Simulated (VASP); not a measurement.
A run of VASP 6.6.1 is set up as follows.

The input POSCAR:

```
Os
1.0
    2.7393806551      0.0000000000      0.0000000000
   -1.3696903275      2.3723732379      0.0000000000
    0.0000000000      0.0000000000      4.3138178725
Os
2
Direct
    0.3333333333      0.6666666667      0.2500000000
    0.6666666667      0.3333333333      0.7500000000
```

The input INCAR.step1:

```
SYSTEM = Os
ALGO     = Normal         ! electronic algorithm
EDIFF    = 1E-4           ! SCF threshold, eV
ENCUT    = 520            ! plane-wave cutoff, eV
GGA      = PE             ! functional
ISMEAR   = -1             ! smearing method
LASPH    = .True.         ! aspherical terms in the spheres
LCHARG   = .False.        ! write CHGCAR
LREAL    = .False.        ! projectors in reciprocal space
LWAVE    = .True.         ! write WAVECAR
NBANDS   = 15             ! bands
NELM     = 60             ! most SCF steps
PREC     = Accurate       ! precision mode
SIGMA    = 1.0            ! smearing width, eV
```

File INCAR.step2:

```
SYSTEM = Os
ALGO     = Normal         ! electronic algorithm
EDIFF    = 1E-7           ! SCF threshold, eV
ENCUT    = 520            ! plane-wave cutoff, eV
ISIF     = 2              ! what is computed and relaxed
ISMEAR   = -1             ! smearing method
ISTART   = 1            
LASPH    = .True.         ! aspherical terms in the spheres
LCHARG   = .True.         ! write CHGCAR
LELF     = .True.         ! ELF
LMIXTAU  = .True.       
LREAL    = .False.        ! projectors in reciprocal space
LVHAR    = .True.       
LWAVE    = .False.        ! write WAVECAR
METAGGA  = R2SCAN         ! meta-GGA
NBANDS   = 15             ! bands
NELM     = 60             ! most SCF steps
PREC     = Accurate       ! precision mode
SIGMA    = 1.0            ! smearing width, eV
```

The input KPOINTS:

```
k-points
0
Gamma
  13 13 7
  0 0 0
```

Potentials or basis: VASP PAW PBE potentials, release 64 (Os).

Command:

```console
$ cat potpaw_PBE.64/Os/POTCAR > POTCAR
$ cp INCAR.step1 INCAR
$ mpirun -np 1 vasp_std > vasp.out
$ cp INCAR.step2 INCAR
$ mpirun -np 1 vasp_std > vasp.out
```

Task: Predict the pressure.

Result: 25.1 GPa.

Task: What does it give for the band gap on the k mesh?

Result: Zero (band 8 reaches 11.50 eV, above the bottom of band 9 at 7.52 eV).

Stress tensor (GPa, compression positive):
```
22.23  0.00  0.00
 0.00 22.23  0.00
 0.00  0.00 30.91
```

Caveat: the PAW data sets were made with another functional, which shifts forces and pressure a little; spin-orbit coupling is left out, which moves the levels of the heavy elements.
